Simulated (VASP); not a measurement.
# TiInSe3 (Pm-3m) in VASP: further runs

The runs below take TiInSe3 through single point, with PBE.

All numbers are computed with VASP 6.6.1; they aren't measurements. Logs are shortened: lines on timing, memory, paths and dates and some standing lists are left out, and cuts for length are marked.

## Step 1: The cell of the first run

It takes space group Pm-3m (No. 221, cubic). Conventional cell: a = 5.024 Å, b = 5.024 Å, c = 5.024 Å, α = 90.00°, β = 90.00°, γ = 90.00°. Ti (site symmetry m-3m) has 6 Se at 2.51 Å within 3.3 Å. Within 4.7 Å of In (site symmetry m-3m) lie 12 Se at 3.55 Å and 8 Ti at 4.35 Å. Se (site symmetry 4/mmm) has 2 Ti at 2.51 Å within 3.3 Å.

The cell was generated, and may not be a known phase.

## Step 2: Single point, PBE

The input, INCAR:

```
ALGO = Normal ; EDIFF = 1E-6
ENCUT = 520 ; GGA = PE
ISIF = 2 ; ISMEAR = 0
LASPH = True ; LCHARG = False
LREAL = False ; LWAVE = False
NBANDS = 30 ; NELM = 80
PREC = Accurate ; SIGMA = 0.1
```

The input, KPOINTS:

```
k-points
0
Gamma
  8 8 8
```

The input, POSCAR:

```
TiInSe3
1.0
    5.0241156219      0.0000000000      0.0000000000
    0.0000000000      5.0241156219      0.0000000000
    0.0000000000      0.0000000000      5.0241156219
Ti In Se
1 1 3
Direct
    0.5000000000      0.5000000000      0.5000000000
    0.0000000000      0.0000000000      0.0000000000
    0.0000000000      0.5000000000      0.5000000000
    0.5000000000      0.5000000000      0.0000000000
    0.5000000000      0.0000000000      0.5000000000
```

Potentials or basis: VASP PAW PBE potentials, release 64 (Ti_sv, In_d, Se).

On the command line:

```bash
$ cat potpaw_PBE.64/Ti_sv/POTCAR potpaw_PBE.64/In_d/POTCAR potpaw_PBE.64/Se/POTCAR > POTCAR
$ mpirun -np 1 vasp_std > vasp.out
```

OUTCAR:

```text
EDIFF = 1E-6
   ENCUT = 520
   GGA = PE
   ISIF = 2
   ISMEAR = 0
   LASPH = True
   LREAL = False
   NELM = 80
   PREC = Accurate

 ion  position               nearest neighbor table
   1  0.500  0.500  0.500-   3 2.51   4 2.51   5 2.51   4 2.51   5 2.51   3 2.51
   2  0.000  0.000  0.000-
   3  0.000  0.500  0.500-   1 2.51   1 2.51
   4  0.500  0.500  0.000-   1 2.51   1 2.51
   5  0.500  0.000  0.500-   1 2.51   1 2.51

  LATTYP: Found a simple cubic cell.
 ALAT       =     5.0241156219

  Lattice vectors:

 A1 = (   5.0241156219,   0.0000000000,   0.0000000000)
 A2 = (   0.0000000000,   5.0241156219,   0.0000000000)
 A3 = (   0.0000000000,   0.0000000000,   5.0241156219)

Analysis of symmetry for initial positions (statically):
=====================================================================
 Subroutine PRICEL returns:
 Original cell was already a primitive cell.

 Routine SETGRP: Setting up the symmetry group for a
 simple cubic supercell.

 Subroutine GETGRP returns: Found 48 space group operations
 (whereof 48 operations were pure point group operations)
 out of a pool of 48 trial point group operations.

The static configuration has the point symmetry O_h .

Analysis of symmetry for dynamics (positions and initial velocities):
=====================================================================
 Subroutine PRICEL returns:
 Original cell was already a primitive cell.

 Routine SETGRP: Setting up the symmetry group for a
 simple cubic supercell.

 Subroutine GETGRP returns: Found 48 space group operations
 (whereof 48 operations were pure point group operations)
 out of a pool of 48 trial point group operations.

The dynamic configuration has the point symmetry O_h .

 Subroutine INISYM returns: Found 48 space group operations
 (whereof 48 operations are pure point group operations),
 and found     1 'primitive' translations

----------------------------------------------------------------------------------------

                                     Primitive cell

  volume of cell :     126.8174

  direct lattice vectors                    reciprocal lattice vectors
     5.024115622  0.000000000  0.000000000     0.199040005  0.000000000  0.000000000
     0.000000000  5.024115622  0.000000000     0.000000000  0.199040005  0.000000000
     0.000000000  0.000000000  5.024115622     0.000000000  0.000000000  0.199040005

  length of vectors
     5.024115622  5.024115622  5.024115622     0.199040005  0.199040005  0.199040005

  position of ions in fractional coordinates (direct lattice)
     0.500000000  0.500000000  0.500000000
     0.000000000  0.000000000  0.000000000
     0.000000000  0.500000000  0.500000000
     0.500000000  0.500000000  0.000000000
     0.500000000  0.000000000  0.500000000

  ion indices of the primitive-cell ions
   primitive index   ion index
                 1           1
                 2           2
                 3           3
                 4           4
                 5           5

----------------------------------------------------------------------------------------

 KPOINTS: k-points

Automatic generation of k-mesh.
 Grid dimensions read from file:
 generate k-points for:    8    8    8

 Generating k-lattice:

  Cartesian coordinates                     Fractional coordinates (reciprocal lattice)
     0.024880001  0.000000000  0.000000000     0.125000000  0.000000000  0.000000000
     0.000000000  0.024880001  0.000000000     0.000000000  0.125000000  0.000000000
     0.000000000  0.000000000  0.024880001     0.000000000  0.000000000  0.125000000

  Length of vectors
     0.024880001  0.024880001  0.024880001

  Shift w.r.t. Gamma in fractional coordinates (k-lattice)
     0.000000000  0.000000000  0.000000000

 Subroutine IBZKPT returns following result:
 ===========================================

 Found     35 irreducible k-points:

 Following reciprocal coordinates:
            Coordinates               Weight
  0.000000  0.000000  0.000000      1.000000
  0.125000  0.000000  0.000000      6.000000
  0.250000  0.000000  0.000000      6.000000
  0.375000  0.000000  0.000000      6.000000
  0.500000  0.000000  0.000000      3.000000
  0.125000  0.125000  0.000000     12.000000
[... 16 lines left out ...]
  0.375000  0.375000  0.125000     24.000000
  0.500000  0.375000  0.125000     24.000000
 [... further k-points ...]
   k-points           NKPTS =     35   k-points in BZ     NKDIM =     35   number of bands    NBANDS=     30
   number of dos      NEDOS =    301   number of ions     NIONS =      5
   total plane-waves  NPLWV =  64000
   dimension x,y,z NGX =    40 NGY =   40 NGZ =   40
   dimension x,y,z NGXF=    80 NGYF=   80 NGZF=   80
   ions per type =               1   1   3
   NGX,Y,Z   is equivalent  to a cutoff of  13.24, 13.24, 13.24 a.u.
   NGXF,Y,Z  is equivalent  to a cutoff of  26.47, 26.47, 26.47 a.u.
 SYSTEM =  unknown system
   PREC   = accura    normal or accurate (medium, high low for compatibility)
   ISTART =      0    job   : 0-new  1-cont  2-samecut
   ICHARG =      2    charge: 1-file 2-atom 10-const
   ISPIN  =      1    spin polarized calculation?
   LNONCOLLINEAR =      F non collinear calculations
   LSORBIT =      F    spin-orbit coupling
   LASPH  =      T    aspherical Exc in radial PAW
   ENCUT  =  520.0 eV  38.22 Ry    6.18 a.u.   9.34  9.34  9.34*2*pi/ulx,y,z
   NELM   =     80;   NELMIN=  2; NELMDL= -5     # of ELM steps
   EDIFF  = 0.1E-05   stopping-criterion for ELM
   LREAL  =      F    real-space projection
   EDIFFG = 0.1E-04   stopping-criterion for IOM
   NSW    =      0    number of steps for IOM
   IBRION =     -1    ionic relax: 0-MD 1-quasi-New 2-CG
   NFREE  =      0    steps in history (QN), initial steepest desc. (CG)
   ISIF   =      2    stress and relaxation
   ISYM   =      2    0-nonsym 1-usesym 2-fastsym
   POTIM  = 0.5000    time-step for ionic-motion
   TEBEG  =    0.0;   TEEND  =   0.0 temperature during run
   PSTRESS=    0.0 pullay stress
   NELECT =      43.0000    total number of electrons
   NUPDOWN=      -1.0000    fix difference up-down
   EMIN   =  10.00;   EMAX   =-10.00  energy-range for DOS
   EFERMI =   0.00;   METHOD = LEGACY
   ISMEAR =     0;   SIGMA  =   0.10  broadening in eV -4-tet -1-fermi 0-gaus
   EFERMI_NEDOS =   21; number of points for ismear=-14 and -15
   IALGO  =     38    algorithm
   IMIX   =      4    mixing-type and parameters
     AMIX     =   0.40;   BMIX     =  1.00
     AMIX_MAG =   1.60;   BMIX_MAG =  1.00
  volume/ion in A,a.u.               =      25.36       171.16
  Fermi-wavevector in a.u.,A,eV,Ry     =   1.141576  2.157265 17.731043  1.303195
  Thomas-Fermi vector in A             =   2.278276
   LORBIT       =      0    0 simple, 1 ext, 2 COOP (PROOUT), +10 PAW based schemes
   GGA     = PE    functional components
   LHFCALC =     F    Hartree Fock is set to
   AEXX    =    0.0000 exact exchange contribution
   IVDW    =     0    specifies the selected vdW correction
   LEPSILON=     F    determine dielectric tensor
   LRPA    =     F    only Hartree local field effects (RPA)
 non-spin polarized calculation
 Gauss-broadening in eV      SIGMA  =   0.10
  energy-cutoff  :      520.00
  volume of cell :      126.82
 maximum number of plane-waves:      3450
 NGX is ok and might be reduce to    40
   NGX = 19   NGY = 19   NGZ = 19

 number of electron      43.0000005 magnetization

 Free energy of the ion-electron system (eV)
  ---------------------------------------------------
  ext. energy  EPLUGINS =         0.00000000
  ---------------------------------------------------
  free energy    TOTEN  =       -23.64718819 eV

  energy without entropy =      -23.63658215  energy(sigma->0) =      -23.64188517

 E-fermi :   3.8703     XC(G=0):  -9.5190

 val. band max:        3.8605794434   @ k =   0.3750   0.2500   0.2500
 cond. band min:       3.8812430673   @ k =   0.5000   0.2500   0.2500
 fundamental gap:      0.0206636239
 Fermi energy:         3.8703164942

 k-point     1 :       0.0000    0.0000    0.0000
  band No.  band energies     occupation
      1     -53.6156      2.00000
      2     -29.8654      2.00000
      3     -29.8654      2.00000
      4     -29.8654      2.00000
      5      -9.7452      2.00000
      6      -9.7452      2.00000
[... 22 lines left out ...]
     29       9.2865      0.00000
     30       9.2865      0.00000

 k-point     2 :       0.1250    0.0000    0.0000
  band No.  band energies     occupation
      1     -53.6156      2.00000
      2     -29.8656      2.00000
      3     -29.8654      2.00000
      4     -29.8654      2.00000
      5      -9.7438      2.00000
      6      -9.7437      2.00000
[... 22 lines left out ...]
     29       9.0139      0.00000
     30       9.0139      0.00000

 k-point     3 :       0.2500    0.0000    0.0000
  band No.  band energies     occupation
      1     -53.6156      2.00000
      2     -29.8663      2.00000
      3     -29.8653      2.00000
      4     -29.8653      2.00000
      5      -9.7406      2.00000
      6      -9.7400      2.00000
[... 22 lines left out ...]
     29       8.5378      0.00000
     30       8.5378      0.00000

 k-point     4 :       0.3750    0.0000    0.0000
  band No.  band energies     occupation
      1     -53.6157      2.00000
      2     -29.8669      2.00000
      3     -29.8653      2.00000
      4     -29.8653      2.00000
      5      -9.7373      2.00000
      6      -9.7363      2.00000
[... 616 lines left out ...]
     29       7.9929      0.00000
     30       8.4141      0.00000

 k-point    23 :       0.3750    0.3750    0.1250
  band No.  band energies     occupation
      1     -53.6157      2.00000
      2     -29.8667      2.00000
      3     -29.8667      2.00000
      4     -29.8654      2.00000
      5      -9.7565      2.00000
      6      -9.7353      2.00000
[... 22 lines left out ...]
     29       8.1568      0.00000
     30       8.7798      0.00000

 k-point    24 :       0.5000    0.3750    0.1250
  band No.  band energies     occupation
      1     -53.6157      2.00000
      2     -29.8669      2.00000
      3     -29.8667      2.00000
      4     -29.8653      2.00000
      5      -9.7602      2.00000
      6      -9.7358      2.00000
[... 22 lines left out ...]
     29       8.4609      0.00000
     30       8.7836      0.00000

 [... further k-points ...]

------------------------ aborting loop because EDIFF is reached ----------------------------------------

  FORCE on cell =-STRESS in cart. coord.  units (eV):
  Direction    XX          YY          ZZ          XY          YZ          ZX
  --------------------------------------------------------------------------------------
  -------------------------------------------------------------------------------------
  Total        0.0345276      0.0345276      0.0345276      0.0000000      0.0000000     -0.0000000
  in kB        0.4362121      0.4362121      0.4362121      0.0000000      0.0000000     -0.0000000
  external PRESSURE =       0.4362121 kB  Pullay stress =       0.0000000 kB

 VOLUME and BASIS-vectors are now :
 -----------------------------------------------------------------------------
  energy-cutoff  :      520.00
  volume of cell :      126.82
      direct lattice vectors                 reciprocal lattice vectors
     5.024115622  0.000000000  0.000000000     0.199040005  0.000000000  0.000000000
     0.000000000  5.024115622  0.000000000     0.000000000  0.199040005  0.000000000
     0.000000000  0.000000000  5.024115622     0.000000000  0.000000000  0.199040005

 POSITION                                       TOTAL-FORCE (eV/Angst)
 -----------------------------------------------------------------------------------
      2.51206      2.51206      2.51206         0.000000      0.000000      0.000000
      0.00000      0.00000      0.00000         0.000000      0.000000      0.000000
      0.00000      2.51206      2.51206         0.000000      0.000000      0.000000
      2.51206      2.51206      0.00000         0.000000      0.000000      0.000000
      2.51206      0.00000      2.51206         0.000000      0.000000      0.000000
 -----------------------------------------------------------------------------------
    total drift:                                0.000000      0.000000     -0.000000

  FREE ENERGIE OF THE ION-ELECTRON SYSTEM (eV)
  ---------------------------------------------------
  free  energy   TOTEN  =       -23.6471881927 eV

  energy  without entropy=      -23.6365821528  energy(sigma->0) =      -23.64188517
```

Wall time 3.3 min (1 thread of AMD EPYC 7R43 (Zen 3), shared host); peak memory 0.27 GiB.

Results:

```yaml
Free_energy: -23.6472 eV
Pressure: 0.0 GPa
Band_gap_on_the_k_mesh: zero (an odd number of electrons rules out a gap without spin polarisation)
```

Levels at points of the mesh, in eV from the Fermi level:
```tsv
k point	band 18	band 19	band 20	band 21	band 22	band 23	band 24	band 25	band 26	band 27
(0.00, 0.00, 0.00)	-0.76	-0.76	-0.17	-0.17	-0.17	0.22	0.22	0.22	1.34	1.34
(0.50, 0.00, 0.00)	-2.41	-1.24	-0.21	-0.21	0.22	0.25	1.35	1.70	1.70	2.13
(0.50, 0.50, 0.00)	-2.16	-2.05	-2.05	-1.18	0.65	1.81	1.81	1.82	2.08	2.72
(0.50, 0.50, 0.50)	-3.08	-3.08	0.67	0.67	0.67	1.57	1.57	1.57	5.39	5.39
```

Caveat: spin-orbit coupling is left out, which moves the levels of the heavy elements; an odd number of electrons without spin polarisation forces a metal; a magnetic or distorted state may lie lower.

[end of part 1 of 2]

The gap in the log of VASP goes by the Fermi energy; the results here count the filled bands.